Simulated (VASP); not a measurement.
# TiC (Khamrabaevite) (Fm-3m) in VASP: a series of runs

Runs on TiC (Khamrabaevite). Level: PBE. Tasks: single point.

Program: VASP 6.6.1. These are calculated values, not measurements. Logs are shortened: lines on timing, memory, paths and dates and some standing lists are left out, and cuts for length are marked.

### Step 1. The cell of the first run

Symmetry: Fm-3m, No. 225, cubic system. Conventional cell: a = 4.299 Å, b = 4.299 Å, c = 4.299 Å, α = 90.00°, β = 90.00°, γ = 90.00°. Ti (site symmetry m-3m) has 6 C at 2.15 Å within 2.8 Å. C (site symmetry m-3m) has 6 Ti at 2.15 Å within 2.8 Å.

### Step 2. Single point, PBE (volume scaled by 0.98, then relaxed in part)

Input file INCAR:

```
PREC     = Accurate       # precision mode
ENCUT    = 520            # plane-wave cutoff, eV
EDIFF    = 1E-6           # SCF threshold, eV
ISMEAR   = -1             # smearing method
SIGMA    = 0.05           # smearing width, eV
LREAL    = F              # projectors in reciprocal space
LASPH    = T              # aspherical terms in the spheres
NELM     = 100            # most SCF steps
ALGO     = Normal         # electronic algorithm
ISIF     = 2              # what is computed and relaxed
LWAVE    = F              # write WAVECAR
LCHARG   = T              # write CHGCAR
GGA      = PE             # functional
LELF     = T              # ELF
LVHAR    = T            
NBANDS   = 15             # bands
```

Input file KPOINTS:

```
Automatic mesh
0
Gamma
  18 18 18
```

Input file POSCAR:

```
TiC
1.0
    0.0000000000      2.1494760724      2.1494760724
    2.1494760724      0.0000000000      2.1494760724
    2.1494760724      2.1494760724      0.0000000000
Ti C
1 1
Direct
    0.0000000000      0.0000000000      0.0000000000
    0.5000000000      0.5000000000      0.5000000000
```

Potentials or basis: VASP PAW PBE potentials, release 64 (Ti_sv, C).

Command:

```console
cat potpaw_PBE.64/Ti_sv/POTCAR potpaw_PBE.64/C/POTCAR > POTCAR
mpirun -np 1 vasp_std > vasp.out
```

OUTCAR:

```text
PREC = Accurate
   ENCUT = 520
   EDIFF = 1E-6
   ISMEAR = -1
   LREAL = F
   LASPH = T
   NELM = 100
   ISIF = 2
   GGA = PE

 ion  position               nearest neighbor table
   1  0.000  0.000  0.000-   2 2.15   2 2.15   2 2.15   2 2.15   2 2.15   2 2.15
   2  0.500  0.500  0.500-   1 2.15   1 2.15   1 2.15   1 2.15   1 2.15   1 2.15

  LATTYP: Found a face centered cubic cell.
 ALAT       =     4.2989521448

  Lattice vectors:

 A1 = (   0.0000000000,   2.1494760724,   2.1494760724)
 A2 = (   2.1494760724,   0.0000000000,   2.1494760724)
 A3 = (   2.1494760724,   2.1494760724,   0.0000000000)

Analysis of symmetry for initial positions (statically):
=====================================================================
 Subroutine PRICEL returns:
 Original cell was already a primitive cell.

 Routine SETGRP: Setting up the symmetry group for a
 face centered cubic supercell.

 Subroutine GETGRP returns: Found 48 space group operations
 (whereof 48 operations were pure point group operations)
 out of a pool of 48 trial point group operations.

The static configuration has the point symmetry O_h .

Analysis of symmetry for dynamics (positions and initial velocities):
=====================================================================
 Subroutine PRICEL returns:
 Original cell was already a primitive cell.

 Routine SETGRP: Setting up the symmetry group for a
 face centered cubic supercell.

 Subroutine GETGRP returns: Found 48 space group operations
 (whereof 48 operations were pure point group operations)
 out of a pool of 48 trial point group operations.

The dynamic configuration has the point symmetry O_h .

 Subroutine INISYM returns: Found 48 space group operations
 (whereof 48 operations are pure point group operations),
 and found     1 'primitive' translations

----------------------------------------------------------------------------------------

                                     Primitive cell

  volume of cell :      19.8622

  direct lattice vectors                    reciprocal lattice vectors
     0.000000000  2.149476072  2.149476072    -0.232614825  0.232614825  0.232614825
     2.149476072  0.000000000  2.149476072     0.232614825 -0.232614825  0.232614825
     2.149476072  2.149476072  0.000000000     0.232614825  0.232614825 -0.232614825

  length of vectors
     3.039818214  3.039818214  3.039818214     0.402900695  0.402900695  0.402900695

  position of ions in fractional coordinates (direct lattice)
     0.000000000  0.000000000  0.000000000
     0.500000000  0.500000000  0.500000000

  ion indices of the primitive-cell ions
   primitive index   ion index
                 1           1
                 2           2

----------------------------------------------------------------------------------------

 KPOINTS: Automatic mesh

Automatic generation of k-mesh.
 Grid dimensions read from file:
 generate k-points for:   18   18   18

 Generating k-lattice:

  Cartesian coordinates                     Fractional coordinates (reciprocal lattice)
    -0.012923046  0.012923046  0.012923046     0.055555556  0.000000000  0.000000000
     0.012923046 -0.012923046  0.012923046     0.000000000  0.055555556  0.000000000
     0.012923046  0.012923046 -0.012923046     0.000000000  0.000000000  0.055555556

  Length of vectors
     0.022383372  0.022383372  0.022383372

  Shift w.r.t. Gamma in fractional coordinates (k-lattice)
     0.000000000  0.000000000  0.000000000

 Subroutine IBZKPT returns following result:
 ===========================================

 Found    195 irreducible k-points:

 Following reciprocal coordinates:
            Coordinates               Weight
  0.000000  0.000000  0.000000      1.000000
  0.055556  0.000000  0.000000      8.000000
  0.111111  0.000000  0.000000      8.000000
  0.166667  0.000000  0.000000      8.000000
  0.222222  0.000000  0.000000      8.000000
  0.277778  0.000000  0.000000      8.000000
[... 16 lines left out ...]
 -0.277778  0.055556  0.000000     24.000000
 -0.222222  0.055556  0.000000     24.000000
 [... further k-points ...]
   k-points           NKPTS =    195   k-points in BZ     NKDIM =    195   number of bands    NBANDS=     15
   number of dos      NEDOS =    301   number of ions     NIONS =      2
   total plane-waves  NPLWV =  13824
   dimension x,y,z NGX =    24 NGY =   24 NGZ =   24
   dimension x,y,z NGXF=    48 NGYF=   48 NGZF=   48
   ions per type =               1   1
   NGX,Y,Z   is equivalent  to a cutoff of  13.13, 13.13, 13.13 a.u.
   NGXF,Y,Z  is equivalent  to a cutoff of  26.25, 26.25, 26.25 a.u.
 SYSTEM =  unknown system
   PREC   = accura    normal or accurate (medium, high low for compatibility)
   ISTART =      0    job   : 0-new  1-cont  2-samecut
   ICHARG =      2    charge: 1-file 2-atom 10-const
   ISPIN  =      1    spin polarized calculation?
   LNONCOLLINEAR =      F non collinear calculations
   LSORBIT =      F    spin-orbit coupling
   LASPH  =      T    aspherical Exc in radial PAW
   ENCUT  =  520.0 eV  38.22 Ry    6.18 a.u.   5.65  5.65  5.65*2*pi/ulx,y,z
   NELM   =    100;   NELMIN=  2; NELMDL= -5     # of ELM steps
   EDIFF  = 0.1E-05   stopping-criterion for ELM
   LREAL  =      F    real-space projection
   EDIFFG = 0.1E-04   stopping-criterion for IOM
   NSW    =      0    number of steps for IOM
   IBRION =     -1    ionic relax: 0-MD 1-quasi-New 2-CG
   NFREE  =      0    steps in history (QN), initial steepest desc. (CG)
   ISIF   =      2    stress and relaxation
   ISYM   =      2    0-nonsym 1-usesym 2-fastsym
   POTIM  = 0.5000    time-step for ionic-motion
   TEBEG  =    0.0;   TEEND  =   0.0 temperature during run
   PSTRESS=    0.0 pullay stress
   NELECT =      16.0000    total number of electrons
   NUPDOWN=      -1.0000    fix difference up-down
   EMIN   =  10.00;   EMAX   =-10.00  energy-range for DOS
   EFERMI =   0.00;   METHOD = LEGACY
   ISMEAR =    -1;   SIGMA  =   0.05  broadening in eV -4-tet -1-fermi 0-gaus
   EFERMI_NEDOS =   21; number of points for ismear=-14 and -15
   IALGO  =     38    algorithm
   IMIX   =      4    mixing-type and parameters
     AMIX     =   0.40;   BMIX     =  1.00
     AMIX_MAG =   1.60;   BMIX_MAG =  1.00
  volume/ion in A,a.u.               =       9.93        67.02
  Fermi-wavevector in a.u.,A,eV,Ry     =   1.523254  2.878532 31.569619  2.320302
  Thomas-Fermi vector in A             =   2.631722
   LORBIT       =      0    0 simple, 1 ext, 2 COOP (PROOUT), +10 PAW based schemes
   GGA     = PE    functional components
   LHFCALC =     F    Hartree Fock is set to
   AEXX    =    0.0000 exact exchange contribution
   IVDW    =     0    specifies the selected vdW correction
   LEPSILON=     F    determine dielectric tensor
   LRPA    =     F    only Hartree local field effects (RPA)
 non-spin polarized calculation
  energy-cutoff  :      520.00
  volume of cell :       19.86
 maximum number of plane-waves:       547
   NGX = 11   NGY = 11   NGZ = 11

 number of electron      16.0000003 magnetization

 Free energy of the ion-electron system (eV)
  ---------------------------------------------------
  ext. energy  EPLUGINS =         0.00000000
  ---------------------------------------------------
  free energy    TOTEN  =       -18.70060041 eV

  energy without entropy =      -18.69809335  energy(sigma->0) =      -18.69934688

 E-fermi :   9.6872     XC(G=0): -12.8153

 val. band max:        9.6672205662   @ k =   0.1667   0.1667   0.0000
 cond. band min:       9.6884364529   @ k =   0.4444   0.3889   0.0000
 fundamental gap:      0.0212158867
 Fermi energy:         9.6872094883

 k-point     1 :       0.0000    0.0000    0.0000
  band No.  band energies     occupation
      1     -46.8442      2.00000
      2     -22.8560      2.00000
      3     -22.8560      2.00000
      4     -22.8560      2.00000
      5      -2.8227      2.00000
      6      10.3812      0.00000
      7      10.3812      0.00000
      8      10.3812      0.00000
      9      11.3865      0.00000
     10      11.3865      0.00000
     11      11.3865      0.00000
     12      11.4409      0.00000
     13      11.4409      0.00000
     14      20.4977      0.00000
     15      23.8026      0.00000

 k-point     2 :       0.0556    0.0000    0.0000
  band No.  band energies     occupation
      1     -46.8418      2.00000
      2     -22.8729      2.00000
      3     -22.8575      2.00000
      4     -22.8575      2.00000
      5      -2.7507      2.00000
      6      10.0087      0.00322
      7      10.2320      0.00004
      8      10.2320      0.00004
      9      10.7558      0.00000
     10      10.7558      0.00000
     11      11.5961      0.00000
     12      12.3263      0.00000
     13      12.3263      0.00000
     14      20.6244      0.00000
     15      23.8415      0.00000

 k-point     3 :       0.1111    0.0000    0.0000
  band No.  band energies     occupation
      1     -46.8349      2.00000
      2     -22.9214      2.00000
      3     -22.8620      2.00000
      4     -22.8620      2.00000
      5      -2.5382      2.00000
      6       9.2507      1.99968
      7       9.5671      1.83390
      8       9.5671      1.83390
      9      10.7652      0.00000
     10      10.7652      0.00000
     11      11.9076      0.00000
     12      13.2908      0.00000
     13      13.2908      0.00000
     14      20.9465      0.00000
     15      23.8970      0.00000
[... 343 lines left out ...]
 k-point    23 :      -0.2778    0.0556    0.0000
  band No.  band energies     occupation
      1     -46.7911      2.00000
      2     -23.2065      2.00000
      3     -22.9085      2.00000
      4     -22.8827      2.00000
      5      -0.9644      2.00000
      6       6.0758      2.00000
      7       7.4203      2.00000
      8       7.6268      2.00000
      9      11.6166      0.00000
     10      11.9813      0.00000
     11      12.9529      0.00000
     12      15.8148      0.00000
     13      16.8268      0.00000
     14      20.5301      0.00000
     15      24.7062      0.00000

 k-point    24 :      -0.2222    0.0556    0.0000
  band No.  band energies     occupation
      1     -46.8048      2.00000
      2     -23.1165      2.00000
      3     -22.8992      2.00000
      4     -22.8733      2.00000
      5      -1.5219      2.00000
      6       6.9960      2.00000
      7       7.8763      2.00000
      8       8.1228      2.00000
      9      11.2381      0.00000
     10      11.6606      0.00000
     11      12.6655      0.00000
     12      14.9659      0.00000
     13      16.0269      0.00000
     14      21.2174      0.00000
     15      24.1429      0.00000

 [... further k-points ...]
[... 5 lines left out ...]
  --------------------------------------------------------------------------------------
  -------------------------------------------------------------------------------------
  Total        0.7966676      0.7966676      0.7966676      0.0000000      0.0000000      0.0000000
  in kB       64.2628408     64.2628408     64.2628408      0.0000000      0.0000000      0.0000000
  external PRESSURE =      64.2628408 kB  Pullay stress =       0.0000000 kB

 VOLUME and BASIS-vectors are now :
 -----------------------------------------------------------------------------
  energy-cutoff  :      520.00
  volume of cell :       19.86
      direct lattice vectors                 reciprocal lattice vectors
     0.000000000  2.149476072  2.149476072    -0.232614825  0.232614825  0.232614825
     2.149476072  0.000000000  2.149476072     0.232614825 -0.232614825  0.232614825
     2.149476072  2.149476072  0.000000000     0.232614825  0.232614825 -0.232614825

 POSITION                                       TOTAL-FORCE (eV/Angst)
 -----------------------------------------------------------------------------------
      0.00000      0.00000      0.00000         0.000000      0.000000      0.000000
      2.14948      2.14948      2.14948         0.000000      0.000000      0.000000
 -----------------------------------------------------------------------------------
    total drift:                                0.000000     -0.000000     -0.000000

  FREE ENERGIE OF THE ION-ELECTRON SYSTEM (eV)
  ---------------------------------------------------
  free  energy   TOTEN  =       -18.7006004052 eV

  energy  without entropy=      -18.6980933473  energy(sigma->0) =      -18.69934688
```

Wall time 27 s (1 thread of Intel Xeon 6975P-C, shared host); peak memory 0.19 GiB.

Results:

| Property | Result |
| --- | --- |
| Free energy | -18.7006 eV |
| Pressure | 6.4 GPa |
| Band gap on the k mesh | zero (band 8 reaches 10.38 eV, above the bottom of band 9 at 9.27 eV) |

Caveat: the cell differs from its parent crystal (volume scaled by 0.98, then relaxed in part).

### Step 3. Single point, PBE

This run uses another cell than the first one, of 10.13 Å³/atom, 1.020 times its volume.

Input file INCAR:

```
PREC = Accurate
ENCUT = 520
EDIFF = 1E-7
ISMEAR = -1
SIGMA = 0.05
LREAL = F
LASPH = T
NELM = 100
ALGO = Normal
ISIF = 2
LWAVE = F
LCHARG = F
GGA = PE
NBANDS = 15
```

Input file KPOINTS:

```
regular mesh
0
Gamma
  18 18 18
```

Input file POSCAR:

```
TiC
1.0
    0.0000000000      2.1640000000      2.1640000000
    2.1640000000      0.0000000000      2.1640000000
    2.1640000000      2.1640000000      0.0000000000
Ti C
1 1
Direct
    0.0000000000      0.0000000000      0.0000000000
    0.5000000000      0.5000000000      0.5000000000
```

Potentials or basis: VASP PAW PBE potentials, release 64 (Ti_sv, C).

Command:

```console
cat potpaw_PBE.64/Ti_sv/POTCAR potpaw_PBE.64/C/POTCAR > POTCAR
mpirun -np 1 vasp_std > vasp.out
```

Run time: 34 s. Hardware: 1 thread of Intel Xeon 6975P-C, shared host; peak memory 0.19 GiB.

It converged, with:

| Quantity | Value |
| --- | --- |
| Free energy | -18.7102 eV |
| Pressure | 1.1 GPa |
| Band gap on the k mesh | zero (band 8 reaches 10.13 eV, above the bottom of band 9 at 9.03 eV) |

Levels at points of the mesh, in eV from the Fermi level:
| k point | band 4 | band 5 | band 6 | band 7 | band 8 | band 9 | band 10 | band 11 | band 12 | band 13 |
| --- | --- | --- | --- | --- | --- | --- | --- | --- | --- | --- |
| (0.00, 0.00, 0.00) | -32.61 | -12.41 | 0.69 | 0.69 | 0.69 | 1.67 | 1.67 | 1.67 | 1.71 | 1.71 |
| (0.50, 0.00, 0.00) | -32.66 | -8.93 | -5.85 | -2.91 | -2.91 | 2.92 | 2.92 | 4.10 | 8.17 | 8.17 |
| (0.50, 0.50, 0.00) | -32.78 | -10.13 | -3.44 | -1.63 | -0.04 | -0.04 | 2.71 | 3.52 | 3.52 | 5.81 |

(Part 1 of 2 ends here.)
